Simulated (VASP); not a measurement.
# Nb (I4_1/amd) in VASP: relaxation of cell and atoms with PBEsol

Aim: the relaxation of cell and atoms of Nb with PBEsol.

All numbers are computed with VASP 6.6.1; they aren't measurements. Logs are shortened: lines on timing, memory, paths and dates and some standing lists are left out, and cuts for length are marked.

**1. The cell of the first run**

The structure is tetragonal, space group I4_1/amd (No. 141). The conventional cell has a = 5.161 Å, b = 5.161 Å, c = 2.815 Å, α = 90.00°, β = 90.00°, γ = 90.00°. Nb (site symmetry -4m2) has 10 Nb at 2.67 to 3.33 Å within 3.5 Å.

**2. Relaxation of cell and atoms, PBEsol**

INCAR

```
PREC     = Accurate       # precision mode
ENCUT    = 500            # plane-wave cutoff, eV
EDIFF    = 1E-7           # SCF threshold, eV
ISMEAR   = 0              # smearing method
SIGMA    = 0.1            # smearing width, eV
LREAL    = False          # projectors in reciprocal space
LASPH    = True           # aspherical terms in the spheres
NELM     = 120            # most SCF steps
ALGO     = Normal         # electronic algorithm
ISIF     = 3              # what is computed and relaxed
LWAVE    = False          # write WAVECAR
LCHARG   = False          # write CHGCAR
GGA      = PS             # functional
IBRION   = 2              # ionic algorithm
NSW      = 100            # ionic steps
EDIFFG   = -0.01          # ionic threshold
GGA_COMPAT= False        
NELMIN   = 4
```

KPOINTS

```
regular mesh
0
Gamma
  22 22 22
```

POSCAR

```
Nb
1.0
   -2.5802546277      2.5802546277      1.4075765295
    2.5802546277     -2.5802546277      1.4075765295
    2.5802546277      2.5802546277     -1.4075765295
Nb
2
Direct
    0.0000000000      0.0000000000      0.0000000000
    0.7500000000      0.2500000000      0.5000000000
```

Potentials or basis: VASP PAW PBE potentials, release 64 (Nb_sv).

On the command line:

```
> cat potpaw_PBE.64/Nb_sv/POTCAR > POTCAR
> mpirun -np 1 vasp_std > vasp.out
```

OUTCAR:

```text
PREC = Accurate
   ENCUT = 500
   EDIFF = 1E-7
   ISMEAR = 0
   LREAL = False
   LASPH = True
   NELM = 120
   ISIF = 3
   GGA = PS
   IBRION = 2
   NSW = 100
   EDIFFG = -0.01
   NELMIN = 4

 ion  position               nearest neighbor table
   1  0.000  0.000  0.000-   2 2.67   2 2.67   2 2.67   2 2.67
   2  0.750  0.250  0.500-   1 2.67   1 2.67   1 2.67   1 2.67

  LATTYP: Found a body centered tetragonal cell.
 ALAT       =     5.1605092554
 C/A-ratio  =     0.5455184595

  Lattice vectors:

 A1 = (  -2.5802546277,   2.5802546277,   1.4075765295)
 A2 = (   2.5802546277,  -2.5802546277,   1.4075765295)
 A3 = (   2.5802546277,   2.5802546277,  -1.4075765295)

Analysis of symmetry for initial positions (statically):
=====================================================================
 Subroutine PRICEL returns:
 Original cell was already a primitive cell.

 Routine SETGRP: Setting up the symmetry group for a
 body centered tetragonal supercell.

 Subroutine GETGRP returns: Found 16 space group operations
 (whereof  8 operations were pure point group operations)
 out of a pool of 16 trial point group operations.

The static configuration has the point symmetry D_2d.
 The point group associated with its full space group is D_4h.

Analysis of symmetry for dynamics (positions and initial velocities):
=====================================================================
 Subroutine PRICEL returns:
 Original cell was already a primitive cell.

 Routine SETGRP: Setting up the symmetry group for a
 body centered tetragonal supercell.

 Subroutine GETGRP returns: Found 16 space group operations
 (whereof  8 operations were pure point group operations)
 out of a pool of 16 trial point group operations.

The dynamic configuration has the point symmetry D_2d.
 The point group associated with its full space group is D_4h.

 Subroutine INISYM returns: Found 16 space group operations
 (whereof  8 operations are pure point group operations),
 and found     1 'primitive' translations

----------------------------------------------------------------------------------------

                                     Primitive cell

  volume of cell :      37.4850

[... 95 lines left out ...]
   ISYM   =      2    0-nonsym 1-usesym 2-fastsym
   POTIM  = 0.5000    time-step for ionic-motion
   TEBEG  =    0.0;   TEEND  =   0.0 temperature during run
   PSTRESS=    0.0 pullay stress
   NELECT =      26.0000    total number of electrons
   NUPDOWN=      -1.0000    fix difference up-down
   EMIN   =  10.00;   EMAX   =-10.00  energy-range for DOS
   EFERMI =   0.00;   METHOD = LEGACY
   ISMEAR =     0;   SIGMA  =   0.10  broadening in eV -4-tet -1-fermi 0-gaus
   EFERMI_NEDOS =   21; number of points for ismear=-14 and -15
   IALGO  =     38    algorithm
   IMIX   =      4    mixing-type and parameters
     AMIX     =   0.40;   BMIX     =  1.00
     AMIX_MAG =   1.60;   BMIX_MAG =  1.00
  volume/ion in A,a.u.               =      18.74       126.48
  Fermi-wavevector in a.u.,A,eV,Ry     =   1.449151  2.738498 28.572750  2.100038
  Thomas-Fermi vector in A             =   2.566910
   LORBIT       =      0    0 simple, 1 ext, 2 COOP (PROOUT), +10 PAW based schemes
   GGA     = PS    functional components
   LHFCALC =     F    Hartree Fock is set to
   AEXX    =    0.0000 exact exchange contribution
   IVDW    =     0    specifies the selected vdW correction
   LEPSILON=     F    determine dielectric tensor
   LRPA    =     F    only Hartree local field effects (RPA)
 conjugate gradient relaxation of ions
 non-spin polarized calculation
 Gauss-broadening in eV      SIGMA  =   0.10
  energy-cutoff  :      500.00
  volume of cell :       37.48
 maximum number of plane-waves:       970
 NGX is ok and might be reduce to    30
   NGX = 15   NGY = 15   NGZ = 15

--------------------------------------- Ionic step        1  -------------------------------------------

 number of electron      25.9999999 magnetization

 Free energy of the ion-electron system (eV)
  ---------------------------------------------------
  ext. energy  EPLUGINS =         0.00000000
  ---------------------------------------------------
  free energy    TOTEN  =       -20.65466459 eV

  energy without entropy =      -20.64273311  energy(sigma->0) =      -20.64869885

------------------------ aborting loop because EDIFF is reached ----------------------------------------

  FORCE on cell =-STRESS in cart. coord.  units (eV):
  Direction    XX          YY          ZZ          XY          YZ          ZX
  --------------------------------------------------------------------------------------
  -------------------------------------------------------------------------------------
  Total       -0.6348369     -0.6348369     -0.4645431      0.0000000      0.0000000     -0.0000000
  in kB      -27.1341125    -27.1341125    -19.8554366      0.0000000      0.0000000     -0.0000000
  external PRESSURE =     -24.7078872 kB  Pullay stress =       0.0000000 kB
[... 167 lines left out ...]
--------------------------------------- Ionic step        6  -------------------------------------------

 number of electron      25.9999999 magnetization

 Free energy of the ion-electron system (eV)
  ---------------------------------------------------
  ext. energy  EPLUGINS =         0.00000000
  ---------------------------------------------------
  free energy    TOTEN  =       -20.65989276 eV

  energy without entropy =      -20.64814577  energy(sigma->0) =      -20.65401926

 E-fermi :  11.0965     XC(G=0): -12.4389

 val. band max:       11.0953160278   @ k =  -0.2727  -0.4091   0.0455
 cond. band min:      11.0979733167   @ k =  -0.2727   0.5000   0.1818
 fundamental gap:      0.0026572889
 Fermi energy:        11.0965416648

 k-point     1 :       0.0000    0.0000    0.0000
  band No.  band energies     occupation
      1     -43.6382      2.00000
      2     -43.1318      2.00000
      3     -20.2522      2.00000
      4     -20.2522      2.00000
      5     -18.9268      2.00000
      6     -18.9061      2.00000
[... 457 lines left out ...]
      4     -20.1086      2.00000
      5     -19.9549      2.00000
      6     -19.4058      2.00000
[... 9 lines left out ...]
     16      14.0128      0.00000
     17      14.7222      0.00000

 [... further k-points ...]

------------------------ aborting loop because EDIFF is reached ----------------------------------------

  FORCE on cell =-STRESS in cart. coord.  units (eV):
  Direction    XX          YY          ZZ          XY          YZ          ZX
  --------------------------------------------------------------------------------------
  -------------------------------------------------------------------------------------
  Total        0.0073143      0.0073143      0.0139571      0.0000000      0.0000000     -0.0000000
  in kB        0.3179262      0.3179262      0.6066636      0.0000000      0.0000000     -0.0000000
  external PRESSURE =       0.4141720 kB  Pullay stress =       0.0000000 kB
[... 17 lines left out ...]
  FREE ENERGIE OF THE ION-ELECTRON SYSTEM (eV)
  ---------------------------------------------------
  free  energy   TOTEN  =       -20.6598927558 eV

  energy  without entropy=      -20.6481457662  energy(sigma->0) =      -20.65401926

 reached required accuracy - stopping structural energy minimisation
```

OSZICAR:

```text
N       E                     dE             d eps       ncg     rms          rms(c)
DAV:   1     0.298061149359E+03    0.29806E+03   -0.14806E+04 28372   0.156E+03
DAV:   2    -0.195710227117E+01   -0.30002E+03   -0.29655E+03 34461   0.602E+02
[... 52 lines left out ...]
   5 F= -.20659853E+02 E0= -.20653977E+02  d E =-.309531E-03
       N       E                     dE             d eps       ncg     rms          rms(c)
DAV:   1    -0.206604858896E+02   -0.63321E-03   -0.30833E-02 28644   0.182E+00    0.128E-01
DAV:   2    -0.206600511762E+02    0.43471E-03   -0.16163E-03 38312   0.409E-01    0.670E-02
DAV:   3    -0.206598931836E+02    0.15799E-03   -0.63759E-04 45501   0.221E-01    0.916E-03
DAV:   4    -0.206598927140E+02    0.46963E-06   -0.25639E-05 35676   0.622E-02    0.326E-03
DAV:   5    -0.206598927558E+02   -0.41761E-07   -0.72647E-07 44403   0.904E-03
   6 F= -.20659893E+02 E0= -.20654019E+02  d E =-.349568E-03
```

CONTCAR:

```text
Nb
   1.00000000000000
    -2.5594764680329627    2.5594764680329627    1.4066791601837441
     2.5594764680329627   -2.5594764680329627    1.4066791601837441
     2.5594764680329627    2.5594764680329627   -1.4066791601837441
  Nb
     2
Direct
     1.0000000000000000    0.0000000000000000    0.0000000000000000
     0.7500000000000000    0.2500000000000000    0.5000000000000000

  0.00000000E+00  0.00000000E+00  0.00000000E+00
  0.00000000E+00  0.00000000E+00  0.00000000E+00
```

It took 19 min on 1 thread of Intel Xeon 6975P-C (Granite Rapids), shared host; peak memory 0.53 GiB.

What came out:

```yaml
Free_energy: -20.6599 eV
Relaxed_volume: 18.43 Å³/atom
Relaxed_cell: a = 3.883 Å, b = 3.883 Å, c = 3.883 Å, α = 97.54°, β = 97.54°, γ = 137.53°
Space_group_after_relaxing_to_0.1_Å: I4_1/amd (No. 141)
Energy_gained_by_relaxing: 2.6 meV/atom
Ionic_steps: 6
Pressure_after_relaxing: 0.0 GPa
Band_gap_on_the_k_mesh: zero (bands 13 and 14 overlap by 1.21 eV)
```

The path:
```
step  energy change (eV)  largest force (eV/Å)  pressure (GPa)  volume (Å³)
   1              0.0000                0.0000           -2.47        37.48
   2              0.0071                0.0000            4.27        35.94
   3             -0.0049                0.0000            0.02        36.88
   4             -0.0049                0.0000            0.08        36.86
   5             -0.0052                0.0000            0.05        36.86
   6             -0.0052                0.0000            0.04        36.86
```

Final structure:
```
Nb
1.0
    -2.55948    2.55948    1.40668
     2.55948   -2.55948    1.40668
     2.55948    2.55948   -1.40668
Nb
2
Cartesian
  -2.5595 2.5595 1.4067
  0.0000 2.5595 0.7033
```

Caveat: the PAW data sets were made with another functional, which shifts forces and pressure a little.
